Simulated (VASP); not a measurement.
Zr6GeRu: relaxation of cell and atoms with PBE

The system is Zr6GeRu.

```
Zr Ge Ru
1.0
     5.15858    0.00000    0.00000
     0.00000    5.15858    0.00000
     0.00000    0.00000    5.15858
Zr Ge Ru
6 1 1
Direct
  0.00000 0.50000 0.75875
  0.50000 0.24125 0.00000
  0.75875 0.00000 0.50000
  0.00000 0.50000 0.24125
  0.50000 0.75875 0.00000
  0.24125 0.00000 0.50000
  0.50000 0.50000 0.50000
  0.00000 0.00000 0.00000
```

The cell was built from a structure type or drawn by symmetry, and may not be a known phase.

* Program: VASP 6.6.1
* Task: relaxation of cell and atoms
* Functional: PBE
* Potentials or basis: VASP PAW PBE potentials, release 64 (Zr_sv, Ge_d, Ru_pv)
* Cutoff: 600 eV
* k mesh: 3 × 3 × 3
* Occupations: gaussian, width 0.2 eV
* Spin: no spin polarisation
* Dipole correction: no
* Further INCAR settings: ALGO = Normal; EDIFF = 1e-06; IBRION = 2; EDIFFG = -0.08; NSW = 36; ISIF = 3

```yaml
Relaxed_volume: 20.19 Å³/atom
Relaxed_cell: a = 5.446 Å, b = 5.446 Å, c = 5.446 Å, α = 90.00°, β = 90.00°, γ = 90.00°
Space_group_after_relaxing_to_0.1_Å: Pm-3 (No. 200)
Energy_gained_by_relaxing: 234.7 meV/atom
Ionic_steps: 6
Pressure_after_relaxing: 0.2 GPa
Largest_force_after_relaxing: 0.034 eV/Å
Band_gap_on_the_k_mesh: zero (bands 50 and 51 overlap by 0.46 eV)
```

Forces on the atoms (eV/Å):
```
Zr   0.000  0.000 -0.034
Zr   0.000  0.034  0.000
Zr  -0.034  0.000  0.000
Zr   0.000  0.000  0.034
Zr   0.000 -0.034  0.000
Zr   0.034  0.000  0.000
Ge   0.000  0.000  0.000
Ru   0.000  0.000  0.000
```

Step by step:
```tsv
step	energy change (eV)	largest force (eV/Å)	pressure (GPa)	volume (Å³)
1	0.0000	1.0985	26.45	137.27
2	0.5949	0.5635	-16.26	201.61
3	-1.8712	0.0901	-1.06	163.41
4	-1.8751	0.1225	-0.24	162.28
5	-1.8749	0.1382	0.14	161.75
6	-1.8775	0.0338	0.22	161.53
```

Final structure:
```cif
data_structure
_symmetry_space_group_name_H-M 'P 1'
_symmetry_Int_Tables_number 1
_cell_length_a 5.4461
_cell_length_b 5.4461
_cell_length_c 5.4461
_cell_angle_alpha 90.000
_cell_angle_beta 90.000
_cell_angle_gamma 90.000
_cell_volume 161.53
loop_
_atom_site_label
_atom_site_type_symbol
_atom_site_fract_x
_atom_site_fract_y
_atom_site_fract_z
_atom_site_occupancy
Zr1 Zr 0.00000 0.50000 0.75282 1
Zr2 Zr 0.50000 0.24718 0.00000 1
Zr3 Zr 0.75282 0.00000 0.50000 1
Zr4 Zr 0.00000 0.50000 0.24718 1
Zr5 Zr 0.50000 0.75282 0.00000 1
Zr6 Zr 0.24718 0.00000 0.50000 1
Ge1 Ge 0.50000 0.50000 0.50000 1
Ru1 Ru 0.00000 0.00000 0.00000 1
```

Levels at points of the mesh, in eV from the Fermi level:
```
           k point  band 47  band 48  band 49  band 50  band 51  band 52  band 53  band 54
(0.00, 0.00, 0.00)    -0.62    -0.62    -0.48    -0.38    -0.38    -0.38     1.02     1.02
```

Run time: 5 min on 1 thread of AMD EPYC 7R43 64-Core Processor (Zen 3), with other jobs on the host, peak memory 0.24 GiB.

Caveat: the k points lie up to 0.38 Å⁻¹ apart in the final cell; the volume moved by over 15 % at a fixed basis, so the end points are rough; the relaxation stopped at a loose force limit of 0.08 eV/Å, so its end isn't a converged minimum.
